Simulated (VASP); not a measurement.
Ni3Ge:

```
CELL_PARAMETERS angstrom
3.53033 0.00000 0.00000
0.00000 3.53033 0.00000
0.00000 0.00000 3.53033
ATOMIC_POSITIONS crystal
Ni 0.50000 0.00000 0.50000
Ni 0.00000 0.50000 0.50000
Ni 0.50000 0.50000 0.00000
Ge 0.00000 0.00000 0.00000
```

Base run:

| Item | Value |
| --- | --- |
| Program | VASP 6.6.1 |
| Functional | r2SCAN |
| Potentials or basis | VASP PAW PBE potentials, release 64 (Ni, Ge_d) |
| Cutoff | 520 eV |
| k mesh | 12 × 12 × 12 |
| Occupations | fermi-dirac, width 0.2 eV |
| Spin | no spin polarisation |

Its results: band gap on the k mesh zero (band 22 reaches 10.19 eV, above the bottom of band 23 at 9.93 eV); pressure 1.6 GPa.

Q: The run is repeated on the same cell with these changes: occupations from fermi-dirac, width 0.2 eV to methfessel-paxton, width 0.01 eV. What comes out?

A: Band gap on the k mesh zero (band 22 reaches 10.22 eV, above the bottom of band 23 at 9.96 eV); pressure 0.8 GPa.

Caveats: the PAW data sets were made with another functional, which shifts forces and pressure a little.
